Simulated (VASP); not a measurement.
# Sc3GeH (I4/mcm) in VASP: further runs

The runs below take Sc3GeH through single point, with PBE.

All numbers are computed with VASP 6.6.1; they aren't measurements. Logs are shortened: lines on timing, memory, paths and dates and some standing lists are left out, and cuts for length are marked.

### 1 The cell of the first run

Symmetry: I4/mcm, No. 140, tetragonal system. The conventional cell has a = 5.815 Å, b = 5.815 Å, c = 8.720 Å, α = 90.00°, β = 90.00°, γ = 90.00°. Within 3.6 Å of Ge (site symmetry -42m) lie 12 Sc at 2.73 to 3.29 Å. Within 2.8 Å of Sc (site symmetry m2m) lie 2 H at 2.10 Å and 2 Ge at 2.73 Å. Sc (site symmetry 422) has 2 H at 2.18 Å within 2.9 Å. H (site symmetry 4/m) has 6 Sc at 2.10 to 2.18 Å within 2.8 Å.

### 2 Single point, PBE

INCAR reads:

```
SYSTEM = Sc3GeH
PREC = Accurate
ENCUT = 520
EDIFF = 1E-7
ISMEAR = -1
SIGMA = 0.1
LREAL = .FALSE.
LASPH = .TRUE.
NELM = 80
ALGO = Normal
ISIF = 2
LWAVE = .FALSE.
LCHARG = .FALSE.
GGA = PE
NBANDS = 59
NELECT = 95.0
```

KPOINTS reads:

```
regular mesh
0
G
  4 4 4
  0 0 0
```

POSCAR reads:

```
Sc3GeH
1.0
    0.0000000000      5.8145690000      0.0000000000
    5.8145690000      0.0000000000      0.0000000000
    2.9072850000      2.9072850000     -4.3598460000
Ge Sc H
2 6 2
Direct
    0.7500000000      0.2500000000      0.5000000000
    0.2500000000      0.7500000000      0.5000000000
    0.7000000000      0.2000000000      0.0000000000
    0.2000000000      0.3000000000      0.0000000000
    0.3000000000      0.8000000000      0.0000000000
    0.8000000000      0.7000000000      0.0000000000
    0.2500000000      0.2500000000      0.5000000000
    0.7500000000      0.7500000000      0.5000000000
    0.0000000000      0.0000000000      0.0000000000
    0.5000000000      0.5000000000      0.0000000000
```

Potentials or basis: VASP PAW PBE potentials, release 64 (Ge_d, Sc_sv, H).

Run with:

```sh
> cat potpaw_PBE.64/Ge_d/POTCAR potpaw_PBE.64/Sc_sv/POTCAR potpaw_PBE.64/H/POTCAR > POTCAR
> mpirun -np 1 vasp_std > vasp.out
```

OUTCAR:

```text
SYSTEM = Sc3GeH
   PREC = Accurate
   ENCUT = 520
   EDIFF = 1E-7
   ISMEAR = -1
   LREAL = .FALSE.
   LASPH = .TRUE.
   NELM = 80
   ISIF = 2
   GGA = PE
   NELECT = 95.0

 ion  position               nearest neighbor table
   1  0.750  0.250  0.500-   5 2.73   4 2.73   6 2.73   3 2.73   7 2.91   8 2.91   8 2.91   7 2.91

   2  0.250  0.750  0.500-   3 2.73   6 2.73   4 2.73   5 2.73   7 2.91   8 2.91   7 2.91   8 2.91

   3  0.700  0.200  0.000-   9 2.10  10 2.10   2 2.73   1 2.73   6 2.96   4 2.96   6 2.96   4 2.96
                             7 3.02   8 3.02   8 3.02   7 3.02   5 3.29
   4  0.200  0.300  0.000-   9 2.10  10 2.10   1 2.73   2 2.73   5 2.96   3 2.96   5 2.96   3 2.96
                             8 3.02   8 3.02   7 3.02   7 3.02   6 3.29
   5  0.300  0.800  0.000-   9 2.10  10 2.10   1 2.73   2 2.73   6 2.96   4 2.96   4 2.96   6 2.96
                             7 3.02   8 3.02   7 3.02   8 3.02   3 3.29
   6  0.800  0.700  0.000-   9 2.10  10 2.10   1 2.73   2 2.73   5 2.96   3 2.96   3 2.96   5 2.96
                             7 3.02   7 3.02   8 3.02   8 3.02   4 3.29
   7  0.250  0.250  0.500-   1 2.91   2 2.91   2 2.91   1 2.91   6 3.02   6 3.02   5 3.02   3 3.02
                             5 3.02   3 3.02   4 3.02   4 3.02
   8  0.750  0.750  0.500-   1 2.91   2 2.91   1 2.91   2 2.91   4 3.02   4 3.02   5 3.02   3 3.02
                             5 3.02   3 3.02   6 3.02   6 3.02
   9  0.000  0.000  0.000-   3 2.10   4 2.10   5 2.10   6 2.10
  10  0.500  0.500  0.000-   3 2.10   4 2.10   5 2.10   6 2.10

  LATTYP: Found a body centered tetragonal cell.
 ALAT       =     5.8145690000
 C/A-ratio  =     1.4996282614

  Lattice vectors:

 A1 = (  -2.9072850000,   2.9072840000,   4.3598460000)
 A2 = (   2.9072840000,  -2.9072850000,   4.3598460000)
 A3 = (   2.9072850000,   2.9072850000,  -4.3598460000)

Analysis of symmetry for initial positions (statically):
=====================================================================
 Subroutine PRICEL returns:
 Original cell was already a primitive cell.

 Routine SETGRP: Setting up the symmetry group for a
 body centered tetragonal supercell.

 Subroutine GETGRP returns: Found 16 space group operations
 (whereof  8 operations were pure point group operations)
 out of a pool of 16 trial point group operations.

The static configuration has the point symmetry C_4h.
 The point group associated with its full space group is D_4h.

Analysis of symmetry for dynamics (positions and initial velocities):
=====================================================================
 Subroutine PRICEL returns:
 Original cell was already a primitive cell.

 Routine SETGRP: Setting up the symmetry group for a
 body centered tetragonal supercell.

 Subroutine GETGRP returns: Found 16 space group operations
 (whereof  8 operations were pure point group operations)
 out of a pool of 16 trial point group operations.

The dynamic configuration has the point symmetry C_4h.
 The point group associated with its full space group is D_4h.

 Subroutine INISYM returns: Found 16 space group operations
 (whereof  8 operations are pure point group operations),
 and found     1 'primitive' translations

----------------------------------------------------------------------------------------

                                     Primitive cell

  volume of cell :     147.4030

  direct lattice vectors                    reciprocal lattice vectors
     0.000000000  5.814569000  0.000000000     0.000000000  0.171981793  0.114682970
     5.814569000  0.000000000  0.000000000     0.171981793  0.000000000  0.114682970
     2.907285000  2.907285000 -4.359846000     0.000000000  0.000000000 -0.229365900

  length of vectors
     5.814569000  5.814569000  5.992734708     0.206712168  0.206712168  0.229365900

  position of ions in fractional coordinates (direct lattice)
     0.750000000  0.250000000  0.500000000
     0.250000000  0.750000000  0.500000000
     0.700000000  0.200000000  0.000000000
     0.200000000  0.300000000  0.000000000
     0.300000000  0.800000000  0.000000000
     0.800000000  0.700000000  0.000000000
     0.250000000  0.250000000  0.500000000
     0.750000000  0.750000000  0.500000000
     0.000000000  0.000000000  0.000000000
     0.500000000  0.500000000  0.000000000

  ion indices of the primitive-cell ions
   primitive index   ion index
                 1           1
                 2           2
                 3           3
                 4           4
                 5           5
                 6           6
                 7           7
                 8           8
                 9           9
                10          10

----------------------------------------------------------------------------------------

 KPOINTS: regular mesh

Automatic generation of k-mesh.
 Grid dimensions read from file:
 generate k-points for:    4    4    4

 Generating k-lattice:

  Cartesian coordinates                     Fractional coordinates (reciprocal lattice)
     0.000000000  0.042995448  0.028670742     0.250000000  0.000000000  0.000000000
     0.042995448  0.000000000  0.028670742     0.000000000  0.250000000  0.000000000
     0.000000000  0.000000000 -0.057341475     0.000000000  0.000000000  0.250000000

  Length of vectors
     0.051678042  0.051678042  0.057341475

  Shift w.r.t. Gamma in fractional coordinates (k-lattice)
     0.000000000  0.000000000  0.000000000

 Subroutine IBZKPT returns following result:
 ===========================================

 Found     13 irreducible k-points:

 Following reciprocal coordinates:
            Coordinates               Weight
  0.000000  0.000000  0.000000      1.000000
  0.250000  0.000000  0.000000      8.000000
  0.500000  0.000000  0.000000      4.000000
  0.250000  0.250000  0.000000      8.000000
  0.500000  0.250000  0.000000     16.000000
 -0.250000  0.250000  0.000000      4.000000
  0.500000  0.500000  0.000000      2.000000
  0.000000  0.000000  0.250000      2.000000
  0.500000  0.000000  0.250000      4.000000
 -0.250000  0.000000  0.250000      8.000000
  0.500000  0.500000  0.250000      2.000000
 -0.250000 -0.250000  0.250000      4.000000
  0.000000  0.000000  0.500000      1.000000
   k-points           NKPTS =     13   k-points in BZ     NKDIM =     13   number of bands    NBANDS=     59
   number of dos      NEDOS =    301   number of ions     NIONS =     10
   total plane-waves  NPLWV = 110592
   dimension x,y,z NGX =    48 NGY =   48 NGZ =   48
   dimension x,y,z NGXF=    96 NGYF=   96 NGZF=   96
   ions per type =               2   6   2
   NGX,Y,Z   is equivalent  to a cutoff of  13.72, 13.72, 13.32 a.u.
   NGXF,Y,Z  is equivalent  to a cutoff of  27.45, 27.45, 26.63 a.u.
 SYSTEM =  Sc3GeH
   PREC   = accura    normal or accurate (medium, high low for compatibility)
   ISTART =      0    job   : 0-new  1-cont  2-samecut
   ICHARG =      2    charge: 1-file 2-atom 10-const
   ISPIN  =      1    spin polarized calculation?
   LNONCOLLINEAR =      F non collinear calculations
   LSORBIT =      F    spin-orbit coupling
   LASPH  =      T    aspherical Exc in radial PAW
   ENCUT  =  520.0 eV  38.22 Ry    6.18 a.u.  10.81 10.81 11.14*2*pi/ulx,y,z
   NELM   =     80;   NELMIN=  2; NELMDL= -5     # of ELM steps
   EDIFF  = 0.1E-06   stopping-criterion for ELM
   LREAL  =      F    real-space projection
   EDIFFG = 0.1E-05   stopping-criterion for IOM
   NSW    =      0    number of steps for IOM
   IBRION =     -1    ionic relax: 0-MD 1-quasi-New 2-CG
   NFREE  =      0    steps in history (QN), initial steepest desc. (CG)
   ISIF   =      2    stress and relaxation
   ISYM   =      2    0-nonsym 1-usesym 2-fastsym
   POTIM  = 0.5000    time-step for ionic-motion
   TEBEG  =    0.0;   TEEND  =   0.0 temperature during run
   PSTRESS=    0.0 pullay stress
   NELECT =      95.0000    total number of electrons
   NUPDOWN=      -1.0000    fix difference up-down
   EMIN   =  10.00;   EMAX   =-10.00  energy-range for DOS
   EFERMI =   0.00;   METHOD = LEGACY
   ISMEAR =    -1;   SIGMA  =   0.10  broadening in eV -4-tet -1-fermi 0-gaus
   EFERMI_NEDOS =   21; number of points for ismear=-14 and -15
   IALGO  =     38    algorithm
   IMIX   =      4    mixing-type and parameters
     AMIX     =   0.40;   BMIX     =  1.00
     AMIX_MAG =   1.60;   BMIX_MAG =  1.00
  volume/ion in A,a.u.               =      14.74        99.47
  Fermi-wavevector in a.u.,A,eV,Ry     =   1.414102  2.672265 27.207346  1.999683
  Thomas-Fermi vector in A             =   2.535679
   LORBIT       =      0    0 simple, 1 ext, 2 COOP (PROOUT), +10 PAW based schemes
   GGA     = PE    functional components
   LHFCALC =     F    Hartree Fock is set to
   AEXX    =    0.0000 exact exchange contribution
   IVDW    =     0    specifies the selected vdW correction
   LEPSILON=     F    determine dielectric tensor
   LRPA    =     F    only Hartree local field effects (RPA)
 non-spin polarized calculation
  energy-cutoff  :      520.00
  volume of cell :      147.40
 maximum number of plane-waves:      3988
 NGX is ok and might be reduce to    48
   NGX = 21   NGY = 21   NGZ = 23

 number of electron      94.9999984 magnetization

 Free energy of the ion-electron system (eV)
  ---------------------------------------------------
  ext. energy  EPLUGINS =         0.00000000
  ---------------------------------------------------
  free energy    TOTEN  =       -62.97151103 eV

  energy without entropy =      -62.55322424  energy(sigma->0) =      -62.76236763

 E-fermi :   6.3410     XC(G=0): -11.2223

 val. band max:        6.3098430085   @ k =  -0.2500   0.0000   0.2500
 cond. band min:       6.3410582198   @ k =   0.5000   0.0000   0.2500
 fundamental gap:      0.0312152113
 Fermi energy:         6.3410469176

 k-point     1 :       0.0000    0.0000    0.0000
  band No.  band energies     occupation
      1     -42.8635      2.00000
      2     -42.7773      2.00000
      3     -42.7205      2.00000
      4     -42.7205      2.00000
      5     -42.7139      2.00000
      6     -42.6660      2.00000
[... 51 lines left out ...]
     58       8.6481      0.00000
     59       8.7530      0.00000

 k-point     2 :       0.2500    0.0000    0.0000
  band No.  band energies     occupation
      1     -42.8466      2.00000
      2     -42.7802      2.00000
      3     -42.7297      2.00000
      4     -42.7202      2.00000
      5     -42.7118      2.00000
      6     -42.6738      2.00000
[... 51 lines left out ...]
     58       8.7810      0.00000
     59       8.7866      0.00000

 k-point     3 :       0.5000    0.0000    0.0000
  band No.  band energies     occupation
      1     -42.8075      2.00000
      2     -42.8075      2.00000
      3     -42.7310      2.00000
      4     -42.7310      2.00000
      5     -42.6929      2.00000
      6     -42.6929      2.00000
[... 556 lines left out ...]
      5     -42.7031      2.00000
      6     -42.6820      2.00000
[... 51 lines left out ...]
     58       8.1607      0.00000
     59       8.5883      0.00000

 k-point    13 :       0.0000    0.0000    0.5000
  band No.  band energies     occupation
      1     -42.7976      2.00000
      2     -42.7795      2.00000
      3     -42.7781      2.00000
      4     -42.7209      2.00000
      5     -42.7209      2.00000
      6     -42.6658      2.00000
[... 51 lines left out ...]
     58       8.4486      0.00000
     59       8.5935      0.00000

------------------------ aborting loop because EDIFF is reached ----------------------------------------

  FORCE on cell =-STRESS in cart. coord.  units (eV):
  Direction    XX          YY          ZZ          XY          YZ          ZX
  --------------------------------------------------------------------------------------
  -------------------------------------------------------------------------------------
  Total        4.2472262      4.2472262      6.9413640      0.0000000     -0.0000008     -0.0000008
  in kB       46.1646733     46.1646733     75.4482547      0.0000000     -0.0000087     -0.0000087
  external PRESSURE =      55.9258671 kB  Pullay stress =       0.0000000 kB

 VOLUME and BASIS-vectors are now :
 -----------------------------------------------------------------------------
  energy-cutoff  :      520.00
  volume of cell :      147.40
      direct lattice vectors                 reciprocal lattice vectors
     0.000000000  5.814569000  0.000000000     0.000000000  0.171981793  0.114682970
     5.814569000  0.000000000  0.000000000     0.171981793  0.000000000  0.114682970
     2.907285000  2.907285000 -4.359846000     0.000000000  0.000000000 -0.229365900

 POSITION                                       TOTAL-FORCE (eV/Angst)
 -----------------------------------------------------------------------------------
      2.90728      5.81457     -2.17992         0.000000     -0.000000     -0.000000
      5.81457      2.90728     -2.17992        -0.000000     -0.000000      0.000000
      1.16291      4.07020      0.00000         0.667150      0.667150      0.000000
      1.74437      1.16291      0.00000        -0.667150      0.667150      0.000000
      4.65166      1.74437      0.00000        -0.667150     -0.667150      0.000000
      4.07020      4.65166      0.00000         0.667150     -0.667150     -0.000000
      2.90728      2.90728     -2.17992        -0.000000     -0.000000      0.000000
      5.81457      5.81457     -2.17992         0.000000     -0.000000      0.000000
      0.00000      0.00000      0.00000         0.000000     -0.000000      0.000000
      2.90728      2.90728      0.00000         0.000000     -0.000000      0.000000
 -----------------------------------------------------------------------------------
    total drift:                                0.000000      0.000000     -0.000000

  FREE ENERGIE OF THE ION-ELECTRON SYSTEM (eV)
  ---------------------------------------------------
  free  energy   TOTEN  =       -62.9715110262 eV

  energy  without entropy=      -62.5532242386  energy(sigma->0) =      -62.76236763
```

Run time: 2.8 min. Hardware: 1 thread of Intel Xeon Platinum 8259CL at 2.50GHz (Skylake/Cascade Lake), shared host; peak memory 0.36 GiB.

What came out:

```yaml
Free_energy: -62.9715 eV
Largest_force: 0.943 eV/Å
```

Forces on the atoms (eV/Å):
```
Ge   0.000  0.000  0.000
Ge   0.000  0.000  0.000
Sc   0.667  0.667  0.000
Sc  -0.667  0.667  0.000
Sc  -0.667 -0.667  0.000
Sc   0.667 -0.667  0.000
Sc   0.000  0.000  0.000
Sc   0.000  0.000  0.000
H    0.000  0.000  0.000
H    0.000  0.000  0.000
```

Caveat: the k points lie up to 0.36 Å⁻¹ apart; the cell carries a net charge on a neutralising background, which shifts energy and pressure; the cell is charged against a uniform background, so pressure and absolute levels hang on convention.

(Part 1 of 2 ends here.)
